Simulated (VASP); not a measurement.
# Au (Fm-3m) in VASP: notebook

The runs below take Au through single point, relaxation of cell and atoms, with LDA.

Program: VASP 6.6.1. These are calculated values, not measurements. Logs are shortened: lines on timing, memory, paths and dates and some standing lists are left out, and cuts for length are marked.

## Step 1: The cell of the first run

Symmetry: Fm-3m, No. 225, cubic system. Conventional cell: a = 4.046 Å, b = 4.046 Å, c = 4.046 Å, α = 90.00°, β = 90.00°, γ = 90.00°. Within 3.8 Å of Au (site symmetry m-3m) lie 12 Au at 2.86 Å.

## Step 2: Single point, LDA

File INCAR:

```
PREC     = Accurate       # precision mode
ENCUT    = 520            # plane-wave cutoff, eV
EDIFF    = 1E-7           # SCF threshold, eV
ISMEAR   = -1             # smearing method
SIGMA    = 0.05           # smearing width, eV
LREAL    = False          # projectors in reciprocal space
LASPH    = True           # aspherical terms in the spheres
NELM     = 80             # most SCF steps
ALGO     = Normal         # electronic algorithm
ISIF     = 2              # what is computed and relaxed
LWAVE    = False          # write WAVECAR
LCHARG   = False          # write CHGCAR
GGA      = CA             # functional
NBANDS   = 12             # bands
```

File KPOINTS:

```
Automatic mesh
0
Gamma
  7 7 7
```

File POSCAR:

```
Au
1.0
    0.0000000000      2.0229975564      2.0229975564
    2.0229975564      0.0000000000      2.0229975564
    2.0229975564      2.0229975564      0.0000000000
Au
1
Direct
    0.0000000000      0.0000000000      0.0000000000
```

Potentials or basis: VASP PAW LDA potentials, release 64 (Au).

Launch:

```
> cat potpaw_LDA.64/Au/POTCAR > POTCAR
> mpirun -np 1 vasp_std > vasp.out
```

OUTCAR:

```text
PREC = Accurate
   ENCUT = 520
   EDIFF = 1E-7
   ISMEAR = -1
   LREAL = False
   LASPH = True
   NELM = 80
   ISIF = 2
   GGA = CA

 ion  position               nearest neighbor table
   1  0.000  0.000  0.000-

  LATTYP: Found a face centered cubic cell.
 ALAT       =     4.0459951128

  Lattice vectors:

 A1 = (   0.0000000000,   2.0229975564,   2.0229975564)
 A2 = (   2.0229975564,   0.0000000000,   2.0229975564)
 A3 = (   2.0229975564,   2.0229975564,   0.0000000000)

Analysis of symmetry for initial positions (statically):
=====================================================================
 Subroutine PRICEL returns:
 Original cell was already a primitive cell.

 Routine SETGRP: Setting up the symmetry group for a
 face centered cubic supercell.

 Subroutine GETGRP returns: Found 48 space group operations
 (whereof 48 operations were pure point group operations)
 out of a pool of 48 trial point group operations.

The static configuration has the point symmetry O_h .

Analysis of symmetry for dynamics (positions and initial velocities):
=====================================================================
 Subroutine PRICEL returns:
 Original cell was already a primitive cell.

 Routine SETGRP: Setting up the symmetry group for a
 face centered cubic supercell.

 Subroutine GETGRP returns: Found 48 space group operations
 (whereof 48 operations were pure point group operations)
 out of a pool of 48 trial point group operations.

The dynamic configuration has the point symmetry O_h .

 Subroutine INISYM returns: Found 48 space group operations
 (whereof 48 operations are pure point group operations),
 and found     1 'primitive' translations

----------------------------------------------------------------------------------------

                                     Primitive cell

  volume of cell :      16.5583

  direct lattice vectors                    reciprocal lattice vectors
     0.000000000  2.022997556  2.022997556    -0.247157985  0.247157985  0.247157985
     2.022997556  0.000000000  2.022997556     0.247157985 -0.247157985  0.247157985
     2.022997556  2.022997556  0.000000000     0.247157985  0.247157985 -0.247157985

  length of vectors
     2.860950581  2.860950581  2.860950581     0.428090188  0.428090188  0.428090188

  position of ions in fractional coordinates (direct lattice)
     0.000000000  0.000000000  0.000000000

  ion indices of the primitive-cell ions
   primitive index   ion index
                 1           1

----------------------------------------------------------------------------------------

 KPOINTS: Automatic mesh

Automatic generation of k-mesh.
 Grid dimensions read from file:
 generate k-points for:    7    7    7

 Generating k-lattice:

  Cartesian coordinates                     Fractional coordinates (reciprocal lattice)
    -0.035308284  0.035308284  0.035308284     0.142857143  0.000000000  0.000000000
     0.035308284 -0.035308284  0.035308284     0.000000000  0.142857143  0.000000000
     0.035308284  0.035308284 -0.035308284     0.000000000  0.000000000  0.142857143

  Length of vectors
     0.061155741  0.061155741  0.061155741

  Shift w.r.t. Gamma in fractional coordinates (k-lattice)
     0.000000000  0.000000000  0.000000000

 Subroutine IBZKPT returns following result:
 ===========================================

 Found     20 irreducible k-points:

 Following reciprocal coordinates:
            Coordinates               Weight
  0.000000  0.000000  0.000000      1.000000
  0.142857  0.000000  0.000000      8.000000
  0.285714  0.000000  0.000000      8.000000
  0.428571  0.000000  0.000000      8.000000
  0.142857  0.142857  0.000000      6.000000
  0.285714  0.142857  0.000000     24.000000
[... 12 lines left out ...]
 -0.428571  0.428571  0.142857     24.000000
 -0.285714  0.428571  0.142857     24.000000
   k-points           NKPTS =     20   k-points in BZ     NKDIM =     20   number of bands    NBANDS=     12
   number of dos      NEDOS =    301   number of ions     NIONS =      1
   total plane-waves  NPLWV =  13824
   dimension x,y,z NGX =    24 NGY =   24 NGZ =   24
   dimension x,y,z NGXF=    48 NGYF=   48 NGZF=   48
   ions per type =               1
   NGX,Y,Z   is equivalent  to a cutoff of  13.95, 13.95, 13.95 a.u.
   NGXF,Y,Z  is equivalent  to a cutoff of  27.89, 27.89, 27.89 a.u.
 SYSTEM =  unknown system
   PREC   = accura    normal or accurate (medium, high low for compatibility)
   ISTART =      0    job   : 0-new  1-cont  2-samecut
   ICHARG =      2    charge: 1-file 2-atom 10-const
   ISPIN  =      1    spin polarized calculation?
   LNONCOLLINEAR =      F non collinear calculations
   LSORBIT =      F    spin-orbit coupling
   LASPH  =      T    aspherical Exc in radial PAW
   ENCUT  =  520.0 eV  38.22 Ry    6.18 a.u.   5.32  5.32  5.32*2*pi/ulx,y,z
   NELM   =     80;   NELMIN=  2; NELMDL= -5     # of ELM steps
   EDIFF  = 0.1E-06   stopping-criterion for ELM
   LREAL  =      F    real-space projection
   EDIFFG = 0.1E-05   stopping-criterion for IOM
   NSW    =      0    number of steps for IOM
   IBRION =     -1    ionic relax: 0-MD 1-quasi-New 2-CG
   NFREE  =      0    steps in history (QN), initial steepest desc. (CG)
   ISIF   =      2    stress and relaxation
   ISYM   =      2    0-nonsym 1-usesym 2-fastsym
   POTIM  = 0.5000    time-step for ionic-motion
   TEBEG  =    0.0;   TEEND  =   0.0 temperature during run
   PSTRESS=    0.0 pullay stress
   NELECT =      11.0000    total number of electrons
   NUPDOWN=      -1.0000    fix difference up-down
   EMIN   =  10.00;   EMAX   =-10.00  energy-range for DOS
   EFERMI =   0.00;   METHOD = LEGACY
   ISMEAR =    -1;   SIGMA  =   0.05  broadening in eV -4-tet -1-fermi 0-gaus
   EFERMI_NEDOS =   21; number of points for ismear=-14 and -15
   IALGO  =     38    algorithm
   IMIX   =      4    mixing-type and parameters
     AMIX     =   0.40;   BMIX     =  1.00
     AMIX_MAG =   1.60;   BMIX_MAG =  1.00
  volume/ion in A,a.u.               =      16.56       111.74
  Fermi-wavevector in a.u.,A,eV,Ry     =   1.428457  2.699391 27.762526  2.040488
  Thomas-Fermi vector in A             =   2.548516
   LORBIT       =      0    0 simple, 1 ext, 2 COOP (PROOUT), +10 PAW based schemes
   GGA     = CA    functional components
   LHFCALC =     F    Hartree Fock is set to
   AEXX    =    0.0000 exact exchange contribution
   IVDW    =     0    specifies the selected vdW correction
   LEPSILON=     F    determine dielectric tensor
   LRPA    =     F    only Hartree local field effects (RPA)
 non-spin polarized calculation
  energy-cutoff  :      520.00
  volume of cell :       16.56
 maximum number of plane-waves:       459
 NGX is ok and might be reduce to    24
   NGX = 11   NGY = 11   NGZ = 11

 number of electron      10.9999999 magnetization

 Free energy of the ion-electron system (eV)
  ---------------------------------------------------
  ext. energy  EPLUGINS =         0.00000000
  ---------------------------------------------------
  free energy    TOTEN  =        -4.49904142 eV

  energy without entropy =       -4.49766276  energy(sigma->0) =       -4.49835209

 E-fermi :   9.2723     XC(G=0): -13.1483

 val. band max:        8.9960507330   @ k =   0.4286   0.2857   0.0000
 cond. band min:       9.2859019981   @ k =   0.4286   0.4286   0.0000
 fundamental gap:      0.2898512651
 Fermi energy:         9.2723347193

 k-point     1 :       0.0000    0.0000    0.0000
  band No.  band energies     occupation
      1      -0.4427      2.00000
      2       4.9214      2.00000
      3       4.9214      2.00000
      4       4.9214      2.00000
      5       6.5394      2.00000
      6       6.5394      2.00000
      7      24.2231      0.00000
      8      28.3408      0.00000
      9      28.3408      0.00000
     10      28.3408      0.00000
     11      33.4614      0.00000
     12      38.3756      0.00000

 k-point     2 :       0.1429    0.0000    0.0000
  band No.  band energies     occupation
      1       0.2614      2.00000
      2       4.7235      2.00000
      3       5.1336      2.00000
      4       5.1336      2.00000
      5       6.4715      2.00000
      6       6.4715      2.00000
      7      24.6947      0.00000
      8      25.4338      0.00000
      9      29.1948      0.00000
     10      29.1948      0.00000
     11      33.0164      0.00000
     12      35.3616      0.00000

 k-point     3 :       0.2857    0.0000    0.0000
  band No.  band energies     occupation
      1       1.7287      2.00000
      2       5.0151      2.00000
      3       5.1715      2.00000
      4       5.1715      2.00000
      5       6.8941      2.00000
      6       6.8941      2.00000
      7      19.7066      0.00000
      8      25.0899      0.00000
      9      29.6603      0.00000
     10      29.6603      0.00000
     11      32.1432      0.00000
     12      32.9774      0.00000
[... 226 lines left out ...]
 k-point    19 :      -0.4286    0.4286    0.1429
  band No.  band energies     occupation
      1       3.1226      2.00000
      2       3.3707      2.00000
      3       5.6957      2.00000
      4       7.1038      2.00000
      5       7.9013      2.00000
      6      11.6948      0.00000
      7      16.5939      0.00000
      8      18.9459      0.00000
      9      20.2922      0.00000
     10      30.3980      0.00000
     11      30.6366      0.00000
     12      35.5594      0.00000

 k-point    20 :      -0.2857    0.4286    0.1429
  band No.  band energies     occupation
      1       3.5315      2.00000
      2       4.0262      2.00000
      3       4.8953      2.00000
      4       6.4565      2.00000
      5       7.8935      2.00000
      6      13.6054      0.00000
      7      15.7172      0.00000
      8      16.9655      0.00000
      9      20.8740      0.00000
     10      30.0943      0.00000
     11      33.5689      0.00000
     12      35.4425      0.00000

------------------------ aborting loop because EDIFF is reached ----------------------------------------

  FORCE on cell =-STRESS in cart. coord.  units (eV):
  Direction    XX          YY          ZZ          XY          YZ          ZX
  --------------------------------------------------------------------------------------
  -------------------------------------------------------------------------------------
  Total        0.0531155      0.0531155      0.0531155      0.0000000      0.0000000      0.0000000
  in kB        5.1394397      5.1394397      5.1394397      0.0000000      0.0000000      0.0000000
  external PRESSURE =       5.1394397 kB  Pullay stress =       0.0000000 kB

 VOLUME and BASIS-vectors are now :
 -----------------------------------------------------------------------------
  energy-cutoff  :      520.00
  volume of cell :       16.56
      direct lattice vectors                 reciprocal lattice vectors
     0.000000000  2.022997556  2.022997556    -0.247157985  0.247157985  0.247157985
     2.022997556  0.000000000  2.022997556     0.247157985 -0.247157985  0.247157985
     2.022997556  2.022997556  0.000000000     0.247157985  0.247157985 -0.247157985

 POSITION                                       TOTAL-FORCE (eV/Angst)
 -----------------------------------------------------------------------------------
      0.00000      0.00000      0.00000         0.000000      0.000000      0.000000
 -----------------------------------------------------------------------------------
    total drift:                               -0.000000      0.000000     -0.000000

  FREE ENERGIE OF THE ION-ELECTRON SYSTEM (eV)
  ---------------------------------------------------
  free  energy   TOTEN  =        -4.4990414244 eV

  energy  without entropy=       -4.4976627590  energy(sigma->0) =       -4.49835209
```

It took 3 s on 1 thread of Intel Xeon 8259CL, shared host; peak memory 0.13 GiB.

Results:

```yaml
Free_energy: -4.4990 eV
Pressure: 0.5 GPa
Band_gap_on_the_k_mesh: zero (an odd number of electrons rules out a gap without spin polarisation)
```

Caveat: the k points lie up to 0.38 Å⁻¹ apart, too coarse for converged energies and pressures of a metal; spin-orbit coupling is left out, which moves the levels of the heavy elements.

## Step 3: Relaxation of cell and atoms, LDA

This run uses another cell than the first one, of 16.85 Å³/atom.

File INCAR:

```
SYSTEM = Au
PREC = Accurate
ENCUT = 600
EDIFF = 1E-7
ISMEAR = -1
SIGMA = 0.05
LREAL = .FALSE.
LASPH = .TRUE.
NELM = 60
ALGO = Normal
ISIF = 3
LWAVE = .FALSE.
LCHARG = .FALSE.
IBRION = 2
NSW = 80
EDIFFG = -0.02
```

File KPOINTS:

```
regular mesh
0
G
  7 7 7
  0 0 0
```

File POSCAR:

```
Au
1.0
    0.0000000000      2.0350000000      2.0350000000
    2.0350000000      0.0000000000      2.0350000000
    2.0350000000      2.0350000000      0.0000000000
Au
1
Direct
    0.0000000000      0.0000000000      0.0000000000
```

Potentials or basis: VASP PAW LDA potentials, release 64 (Au).

Launch:

```
> cat potpaw_LDA.64/Au/POTCAR > POTCAR
> mpirun -np 1 vasp_std > vasp.out
```

It took 6.1 s on 1 thread of Intel Xeon 8259CL, shared host; peak memory 0.14 GiB.

It converged, with:

```
Free energy                           : -4.4991 eV
Relaxed volume                        : 16.61 Å³/atom
Relaxed cell                          : a = 2.864 Å, b = 2.864 Å, c = 2.864 Å, α = 60.00°, β = 60.00°, γ = 60.00°
Space group after relaxing (to 0.1 Å) : Fm-3m (No. 225)
Energy gained by relaxing             : 2.1 meV/atom
Ionic steps                           : 3
Pressure after relaxing               : 0.0 GPa
Band gap on the k mesh                : zero (an odd number of electrons rules out a gap without spin polarisation)
```

Step by step:
```csv
step,energy change (eV),largest force (eV/Å),pressure (GPa),volume (Å³)
1,0.0000,0.0000,-2.74,16.85
2,0.0057,0.0000,5.75,16.16
3,-0.0021,0.0000,-0.02,16.61
```

Final structure:
```
Au
1.0
     0.00000    2.02520    2.02520
     2.02520    0.00000    2.02520
     2.02520    2.02520    0.00000
Au
1
Direct
  0.00000 0.00000 0.00000
```

Levels at points of the mesh, in eV from the Fermi level:
```
           k point  band 3  band 4  band 5  band 6  band 7  band 8  band 9
(0.00, 0.00, 0.00)   -4.34   -4.34   -2.73   -2.73   14.95   19.05   19.05
```

Caveat: the k points lie up to 0.38 Å⁻¹ apart in the final cell, too coarse for converged energies and pressures of a metal; spin-orbit coupling is left out, which moves the levels of the heavy elements. Zero-point motion and thermal expansion aren't in these numbers.
